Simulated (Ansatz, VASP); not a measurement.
# Two plane-wave programs on In

```xyz
2
Lattice="0.0000 3.4975 3.4975 3.4975 0.0000 3.4975 3.4975 3.4975 0.0000" Properties=species:S:1:pos:R:3 pbc="T T T"
In    0.8744    0.8744    0.8744
In    6.1207    6.1207    6.1207
```

Alike in both runs: task single point; functional BLYP; k mesh 9 × 9 × 9; occupations fermi-dirac, width 0.1 eV; no spin polarisation.

|  | VASP | Ansatz |
| --- | --- | --- |
| version | VASP 6.6.1 | Ansatz 0.2.0 |
| potentials or method | VASP PAW PBE potentials, release 64 (In_d), cutoff 520 eV | plane waves (420 eV) with PAW, scalar-relativistic |
| valence electrons in the cell | 26 | 26 |

VASP gave:

* pressure (GPa): -0.1

What did Ansatz give for the same quantities?

Pressure (GPa): 0.0.

VASP's potentials were made for PBE, not for BLYP. With one functional, cell and mesh, what is left measures potentials, basis and numerics.
